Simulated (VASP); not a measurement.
Crystal: Na.

```xyz
1
Lattice="-2.0986 2.0986 2.0986 2.0986 -2.0986 2.0986 2.0986 2.0986 -2.0986" Properties=species:S:1:pos:R:3 pbc="T T T"
Na    0.0000    0.0000    0.0000
```

Base run:

```yaml
Program: VASP 6.6.1
Functional: PBE
Potentials_or_basis: VASP PAW PBE potentials, release 64 (Na_pv)
Cutoff: 520 eV
k_mesh: 11 × 11 × 11
Occupations: methfessel-paxton, width 0.1 eV
Spin: no spin polarisation
```

Its results: pressure 0.0 GPa.

Question: After a change of settings the same cell gave: pressure 1.6 GPa. Which change was it?
A. occupations from methfessel-paxton, width 0.1 eV to gaussian, width 0.2 eV; further incar settings from ALGO = Normal; EDIFF = 1e-06; NBANDS = 10 to ALGO = Normal; EDIFF = 1e-07; NBANDS = 10
B. occupations from methfessel-paxton, width 0.1 eV to fermi-dirac, width 1 eV
C. occupations from methfessel-paxton, width 0.1 eV to gaussian, width 0.03 eV
D. further incar settings from ALGO = Normal; EDIFF = 1e-06; NBANDS = 10 to ALGO = Normal; EDIFF = 1e-07; NBANDS = 10

Answer: B.
